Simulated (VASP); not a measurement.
A run of VASP 6.6.1 is set up as follows.

Contents of INCAR:

```
PREC = Accurate
ENCUT = 520
EDIFF = 1E-6
ISMEAR = 0
SIGMA = 0.15
LREAL = F
LASPH = T
NELM = 100
ALGO = Fast
ISIF = 2
LWAVE = F
LCHARG = F
GGA = PS
NBANDS = 16
```

File KPOINTS:

```
Automatic mesh
0
Gamma
  20 20 20
```

File POSCAR:

```
AlRu
1.0
    2.8871155871      0.0000000000      0.0000000000
    0.0000000000      2.8871155871      0.0000000000
    0.0000000000      0.0000000000      2.9764078218
Al Ru
1 1
Direct
    0.0000000000      0.0000000000      0.0000000000
    0.5000000000      0.5000000000      0.5000000000
```

Potentials or basis: VASP PAW PBE potentials, release 64 (Al, Ru_pv).

The run is started by

```bash
$ cat potpaw_PBE.64/Al/POTCAR potpaw_PBE.64/Ru_pv/POTCAR > POTCAR
$ mpirun -np 1 vasp_std > vasp.out
```

**Question.** Predict the band gap on the k mesh.

**Answer.** Zero (an odd number of electrons rules out a gap without spin polarisation).

**Question.** What does it give for the pressure?

**Answer.** 15.4 GPa.

Stress tensor (GPa, compression positive):
```
17.52  0.00  0.00
 0.00 17.52  0.00
 0.00  0.00 11.16
```

Caveat: the cell differs from its parent crystal (strain -0.030 along x and y, +0.000 along z); the stress differs along the axes, from 11 to 18 GPa; the PAW data sets were made with another functional, which shifts forces and pressure a little.
